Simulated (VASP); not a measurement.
As:

```
CELL_PARAMETERS angstrom
1.84318 1.06416 3.51406
-1.84318 1.06416 3.51406
0.00000 -2.12832 3.51406
ATOMIC_POSITIONS crystal
As 0.22600 0.22600 0.22600
As 0.77400 0.77400 0.77400
```

Base run:

- Program: VASP 6.6.1
- Functional: PBE
- Potentials or basis: VASP PAW PBE potentials, release 64 (As)
- Cutoff: 520 eV
- k mesh: 7 × 7 × 7
- Occupations: fermi-dirac, width 0.05 eV
- Spin: no spin polarisation

Its results: band gap on the k mesh zero (band 5 reaches 6.08 eV, above the bottom of band 6 at 5.93 eV); pressure 8.2 GPa; largest force 0.711 eV/Å.

Q: The run is repeated on the same cell with these changes: functional from PBE to PBEsol; further incar settings from ALGO = Normal; EDIFF = 1e-07; NBANDS = 12 to ALGO = Normal; EDIFF = 1e-06; NBANDS = 12. What comes out?

A: Band gap on the k mesh zero (band 5 reaches 5.92 eV, above the bottom of band 6 at 5.76 eV); pressure 4.6 GPa; largest force 0.660 eV/Å.

Caveats: the PAW data sets were made with another functional, which shifts forces and pressure a little (some runs).
